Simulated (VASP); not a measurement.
Runs of VASP 6.6.1 on PbO. The structure is that of space group P4/nmm (No. 129), or close to it. The cells are those of the table. 

```csv
cell,gap on the mesh (eV),pressure (GPa),largest force (eV/Å)
"a = 4.173, b = 4.173, c = 4.771 Å, 4 atoms",1.52,0.0,(c)
"a = 4.074, b = 4.074, c = 4.771 Å, 4 atoms",(b),4.2,0.70
"a = 4.074, b = 4.074, c = 5.273 Å, 4 atoms",1.32,-2.4,0.84
"a = 4.074, b = 4.074, c = 5.148 Å, 4 atoms",(a),-1.0,0.46
"a = 3.875, b = 3.875, c = 5.273 Å, 4 atoms",1.07,5.8,(d)
```

Alike in all rows: task single point; level PBE; potentials or basis VASP PAW PBE potentials, release 64 (Pb_d, O); no spin polarisation; k mesh 8 × 8 × 6; cutoff (eV) 520; smearing gaussian 0.05 eV.

Problem. Fill in the values left out.

Solution. (a) 1.35; (b) 1.42; (c) 0.13; (d) 0.18.

Caveats: spin-orbit coupling is left out, which moves the levels of the heavy elements.

A k mesh can miss the band edges, and the runs leave out spin-orbit coupling on Pb.
